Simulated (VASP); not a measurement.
Wanted: the native input for a VASP 6.6.1 run.

```yaml
Task: single point
Functional: PBE
Potentials_or_basis: VASP PAW PBE potentials, release 64 (Se)
Cutoff: 520 eV
k_mesh: 10 × 10 × 10
Occupations: fermi-dirac, width 0.0612256 eV
Spin: no spin polarisation
Dipole_correction: no
Further_INCAR_settings: ALGO = Normal; EDIFF = 1e-06; NBANDS = 13
```

The structure of Se lies in POSCAR:

```
Se
1.0
    0.0000000000      3.1452115472      3.1452115472
    3.1452115472      0.0000000000      3.1452115472
    3.1452115472      3.1452115472      0.0000000000
Se
2
Direct
    0.0000000000      0.0000000000      0.0000000000
    0.2500000000      0.2500000000      0.2500000000
```

This isn't the form of Se at room conditions, which is trigonal, of chains.

These files were run (other wordings do the same):

INCAR

```
SYSTEM = Se
PREC = Accurate
ENCUT = 520
EDIFF = 1E-6
ISMEAR = -1
SIGMA = 0.06122561905347299
LREAL = .FALSE.
LASPH = .TRUE.
NELM = 60
ALGO = Normal
ISIF = 2
LWAVE = .FALSE.
LCHARG = .FALSE.
GGA = PE
NBANDS = 13
```

KPOINTS

```
regular mesh
0
G
  10 10 10
  0 0 0
```

Potentials or basis: VASP PAW PBE potentials, release 64 (Se).

The run is started by

```bash
$ cat potpaw_PBE.64/Se/POTCAR > POTCAR
$ mpirun -np 1 vasp_std > vasp.out
```

It gave:

```json
{
 "Pressure": "0.8 GPa",
 "Band gap on the k mesh": "zero (bands 6 and 7 overlap by 1.08 eV)"
}
```

Wall time 50 s on 1 thread of Intel Xeon 8259CL, on a shared host, peak memory 0.21 GiB.
